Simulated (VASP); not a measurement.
Runs of VASP 6.6.1 on Rh. Symmetry: Fm-3m, No. 225, cubic system. Conventional cell: a = 3.796 Å, b = 3.796 Å, c = 3.796 Å, α = 90.00°, β = 90.00°, γ = 90.00°. Rh (site symmetry m-3m) has 12 Rh at 2.68 Å within 3.5 Å. 

```csv
smearing,gap on the mesh (eV),pressure (GPa)
methfessel-paxton 0.5 eV,none,-3.7
methfessel-paxton 0.1 eV,none,(a)
methfessel-paxton 0.2 eV,none,-3.9
methfessel-paxton 0.3 eV,none,-4.0
```

Alike in all rows: task single point; level PBEsol; potentials or basis VASP PAW PBE potentials, release 64 (Rh_pv); no spin polarisation; cell as given; k mesh 12 × 12 × 12; cutoff (eV) 500.

Problem. Estimate the missing entries.

Solution. (a) -3.8.

Caveats: the cell stands under tension; the PAW data sets were made with another functional, which shifts forces and pressure a little; so wide a smearing shifts energies and pressures (at least some runs).

A k mesh can miss the band edges, and the runs leave out spin-orbit coupling on Rh.

A gap of «none» marks levels without a gap at the run's occupations.
